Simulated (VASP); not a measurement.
# LiF (Fm-3m) in VASP: notebook

The runs below take LiF through vibrations by perturbation theory, with PBE.

Program: VASP 6.6.1. These are calculated values, not measurements. Logs are shortened: lines on timing, memory, paths and dates and some standing lists are left out, and cuts for length are marked.

## Step 1: The cell of the first run

The structure is cubic, space group Fm-3m (No. 225). The conventional cell has a = 3.910 Å, b = 3.910 Å, c = 3.910 Å, α = 90.00°, β = 90.00°, γ = 90.00°. Li (site symmetry m-3m) has 6 F at 1.96 Å within 2.6 Å. Within 2.6 Å of F (site symmetry m-3m) lie 6 Li at 1.96 Å.

## Step 2: Vibrations by perturbation theory, PBE

INCAR reads:

```
SYSTEM = LiF
PREC = Accurate ; ENCUT = 520
EDIFF = 1E-8 ; ISMEAR = 0
SIGMA = 0.01 ; LREAL = .False.
LASPH = .True. ; NELM = 80
ALGO = Normal ; ISIF = 2
LWAVE = .False. ; LCHARG = .False.
GGA = PE ; NBANDS = 12
IBRION = 8 ; NSW = 1
LEPSILON = .True.
```

KPOINTS reads:

```
regular mesh
0
Gamma
  10 10 10
  0 0 0
```

POSCAR reads:

```
LiF
1.0
    0.0000000000      1.9551000000      1.9551000000
    1.9551000000      0.0000000000      1.9551000000
    1.9551000000      1.9551000000      0.0000000000
Li F
1 1
Direct
    0.0000000000      0.0000000000      0.0000000000
    0.5000000000      0.5000000000      0.5000000000
```

Potentials or basis: VASP PAW PBE potentials, release 64 (Li_sv, F).

Command:

```
cat potpaw_PBE.64/Li_sv/POTCAR potpaw_PBE.64/F/POTCAR > POTCAR
mpirun -np 1 vasp_std > vasp.out
```

OUTCAR:

```text
SYSTEM = LiF
   PREC = Accurate
   ENCUT = 520
   EDIFF = 1E-8
   ISMEAR = 0
   LREAL = .False.
   LASPH = .True.
   NELM = 80
   ISIF = 2
   GGA = PE
   IBRION = 8
   NSW = 1
   LEPSILON = .True.

 ion  position               nearest neighbor table
   1  0.000  0.000  0.000-   2 1.96   2 1.96   2 1.96   2 1.96   2 1.96   2 1.96
   2  0.500  0.500  0.500-   1 1.96   1 1.96   1 1.96   1 1.96   1 1.96   1 1.96

  LATTYP: Found a face centered cubic cell.
 ALAT       =     3.9102000000

  Lattice vectors:

 A1 = (   0.0000000000,   1.9551000000,   1.9551000000)
 A2 = (   1.9551000000,   0.0000000000,   1.9551000000)
 A3 = (   1.9551000000,   1.9551000000,   0.0000000000)

Analysis of symmetry for initial positions (statically):
=====================================================================
 Subroutine PRICEL returns:
 Original cell was already a primitive cell.

 Routine SETGRP: Setting up the symmetry group for a
 face centered cubic supercell.

 Subroutine GETGRP returns: Found 48 space group operations
 (whereof 48 operations were pure point group operations)
 out of a pool of 48 trial point group operations.

The static configuration has the point symmetry O_h .

Analysis of symmetry for dynamics (positions and initial velocities):
=====================================================================
 Subroutine PRICEL returns:
 Original cell was already a primitive cell.

 Routine SETGRP: Setting up the symmetry group for a
 face centered cubic supercell.

 Subroutine GETGRP returns: Found 48 space group operations
 (whereof 48 operations were pure point group operations)
 out of a pool of 48 trial point group operations.

The dynamic configuration has the point symmetry O_h .

 Subroutine INISYM returns: Found 48 space group operations
 (whereof 48 operations are pure point group operations),
 and found     1 'primitive' translations

----------------------------------------------------------------------------------------

                                     Primitive cell

  volume of cell :      14.9464

  direct lattice vectors                    reciprocal lattice vectors
     0.000000000  1.955100000  1.955100000    -0.255741394  0.255741394  0.255741394
     1.955100000  0.000000000  1.955100000     0.255741394 -0.255741394  0.255741394
     1.955100000  1.955100000  0.000000000     0.255741394  0.255741394 -0.255741394

  length of vectors
     2.764928936  2.764928936  2.764928936     0.442957089  0.442957089  0.442957089

  position of ions in fractional coordinates (direct lattice)
     0.000000000  0.000000000  0.000000000
     0.500000000  0.500000000  0.500000000

  ion indices of the primitive-cell ions
   primitive index   ion index
                 1           1
                 2           2

----------------------------------------------------------------------------------------

 KPOINTS: regular mesh

Automatic generation of k-mesh.
 Grid dimensions read from file:
[... 512 lines left out ...]
 ------------------------------------------------------

 Free energy of the ion-electron system (eV)
  ---------------------------------------------------
  ---------------------------------------------------
  free energy    TOTEN  =        -0.04926670 eV

  energy without entropy =       -0.04926670

------------------------ aborting loop because EDIFF is reached ----------------------------------------

--------------------------------------- Ionic step        2  -------------------------------------------

------------------------ aborting loop because EDIFF is reached ----------------------------------------

--------------------------------------- Ionic step        3  -------------------------------------------

------------------------ aborting loop because EDIFF is reached ----------------------------------------

 PIEZOELECTRIC TENSOR FIELD DIRECTION 3  (e Angst)
 -----------------------------------------------------------------------------
    -0.00018  0.00000  0.00000           ( -0.00001  0.00000  0.00000)
     0.00000 -0.00018  0.00000           (  0.00000 -0.00001  0.00000)
     0.00000  0.00000 -0.00004           (  0.00000  0.00000 -0.00001)

 PIEZOELECTRIC TENSOR FIELD DIRECTION 3  (C/m^2)
 -----------------------------------------------------------------------------
    -0.00019  0.00000  0.00000
     0.00000 -0.00019  0.00000
     0.00000  0.00000 -0.00005

--------------------------------------- Ionic step        4  -------------------------------------------

------------------------ aborting loop because EDIFF is reached ----------------------------------------

[... ionic steps 5 to 6 ...]

--------------------------------------- Ionic step        7  -------------------------------------------

 Free energy of the ion-electron system (eV)
  ---------------------------------------------------
  ---------------------------------------------------
  free energy    TOTEN  =        -0.52017482 eV

  energy without entropy =       -0.52017482

------------------------ aborting loop because EDIFF is reached ----------------------------------------

 INTERNAL STRAIN TENSOR  FOR ION    2  DIRECTION 1   (eV/Angst):
 -----------------------------------------------------------------------------
     0.00657 -0.00000 -0.00000
    -0.00000  0.00525  0.00000
     0.00000  0.00000  0.00525

 MACROSCOPIC STATIC DIELECTRIC TENSOR (including local field effects in DFT)
 ------------------------------------------------------
           2.083943    -0.000000     0.000000
           0.000000     2.083943    -0.000000
           0.000000     0.000000     2.083943
 ------------------------------------------------------

 PIEZOELECTRIC TENSOR (including local field effects)  for field in x, y, z        (e  Angst)
          XX          YY          ZZ          XY          YZ          ZX
  --------------------------------------------------------------------------------
  x     0.00000     0.00000     0.00000     0.00000     0.00000     0.00000
  y     0.00000     0.00000     0.00000     0.00000     0.00000     0.00000
  z     0.00000     0.00000     0.00000     0.00000     0.00000     0.00000

 PIEZOELECTRIC TENSOR (including local field effects)  for field in x, y, z        (C/m^2)
          XX          YY          ZZ          XY          YZ          ZX
  --------------------------------------------------------------------------------
  x     0.00000     0.00000     0.00000     0.00000     0.00000     0.00000
  y     0.00000     0.00000     0.00000     0.00000     0.00000     0.00000
  z     0.00000     0.00000     0.00000     0.00000     0.00000     0.00000

 BORN EFFECTIVE CHARGES (including local field effects) (in |e|, cummulative output)
 ---------------------------------------------------------------------------------
 ion    1
    1     1.03953     0.00000     0.00000
    2     0.00000     1.03953     0.00000
    3     0.00000     0.00000     1.03953
 ion    2
    1    -1.03953     0.00000     0.00000
    2     0.00000    -1.03953     0.00000
    3     0.00000     0.00000    -1.03953

 INTERNAL STRAIN TENSOR FOR ION    2 for displacements in x,y,z  (eV/Angst):
          X           Y           Z          XY          YZ          ZX
  --------------------------------------------------------------------------------
  x     0.00000     0.00000     0.00000     0.00000     0.00000     0.00000
  y     0.00000     0.00000     0.00000     0.00000     0.00000     0.00000
  z     0.00000     0.00000     0.00000     0.00000     0.00000     0.00000

 SECOND DERIVATIVES (NOT SYMMETRIZED)
 ------------------------------------
               1X          1Y          1Z          2X          2Y          2Z
  1X    -2.633140    0.000000    0.000000    2.633140    0.000000    0.000000
  1Y     0.000000   -2.633140    0.000000    0.000000    2.633140    0.000000
  1Z     0.000000    0.000000   -2.633140    0.000000    0.000000    2.633140
  2X     2.645159    0.000000    0.000000   -2.645159    0.000000    0.000000
  2Y     0.000000    2.645159    0.000000    0.000000   -2.645159    0.000000
  2Z     0.000000    0.000000    2.645159    0.000000    0.000000   -2.645159

 Eigenvectors and eigenvalues of the dynamical matrix
 ----------------------------------------------------

   1 f  =   11.217483 THz    70.481524 2PiTHz  374.174955 cm-1    46.391761 meV
             X         Y         Z           dx          dy          dz
      0.000000  0.000000  0.000000     0.000000    0.854148   -0.000000
      1.955100  1.955100  1.955100    -0.000000   -0.520029    0.000000
[... 21 lines left out ...]
   6 f/i=    0.011346 THz     0.071288 2PiTHz    0.378459 cm-1     0.046923 meV
             X         Y         Z           dx          dy          dz
      0.000000  0.000000  0.000000    -0.491458    0.168213   -0.024583
      1.955100  1.955100  1.955100    -0.807219    0.276290   -0.040378

--------------------------------------------------------------------------------------------------------

 MACROSCOPIC STATIC DIELECTRIC TENSOR IONIC CONTRIBUTION
 ------------------------------------------------------
           4.957237     0.000000    -0.000000
           0.000000     4.957237    -0.000000
          -0.000000    -0.000000     4.957237
 ------------------------------------------------------

 ELASTIC MODULI CONTR FROM IONIC RELAXATION (kBar)
 Direction    XX          YY          ZZ          XY          YZ          ZX
 --------------------------------------------------------------------------------
 XX           0.0000      0.0000      0.0000      0.0000      0.0000      0.0000
 YY           0.0000      0.0000      0.0000      0.0000      0.0000      0.0000
 ZZ           0.0000      0.0000      0.0000      0.0000      0.0000      0.0000
 XY           0.0000      0.0000      0.0000      0.0000      0.0000      0.0000
 YZ           0.0000      0.0000      0.0000      0.0000      0.0000      0.0000
 ZX           0.0000      0.0000      0.0000      0.0000      0.0000      0.0000
 --------------------------------------------------------------------------------

 PIEZOELECTRIC TENSOR IONIC CONTR  for field in x, y, z        (C/m^2)
          XX          YY          ZZ          XY          YZ          ZX
  --------------------------------------------------------------------------------
  x     0.00000     0.00000     0.00000     0.00000     0.00000     0.00000
  y     0.00000     0.00000     0.00000     0.00000     0.00000     0.00000
  z     0.00000     0.00000     0.00000     0.00000     0.00000     0.00000
```

Wall time 3.1 min (1 thread of Intel Xeon 8259CL, shared host); peak memory 0.18 GiB.

What came out:

| Item | Value |
| --- | --- |
| Electronic dielectric tensor (diagonal) | 2.08 |
| Born charges (mean of the diagonal) | Li +1.04; F -1.04 e |
| Highest phonon frequency at Γ, LO-TO splitting left out | 374 cm⁻¹ |

Phonon frequencies in cm⁻¹ (negative: imaginary):
| q point | frequencies |
| --- | --- |
| (0.000, 0.000, 0.000) | 0 0 0 374 374 374 |

Electronic dielectric tensor:
```
2.08 0.00 0.00
0.00 2.08 0.00
0.00 0.00 2.08
```

Born effective charge tensors (e):
atom 1, Li
```
1.04 0.00 0.00
0.00 1.04 0.00
0.00 0.00 1.04
```
atom 2, F
```
-1.04  0.00  0.00
 0.00 -1.04  0.00
 0.00  0.00 -1.04
```

Caveat: the cell wasn't relaxed at this level first, which shifts response properties.

[end of part 1 of 2]
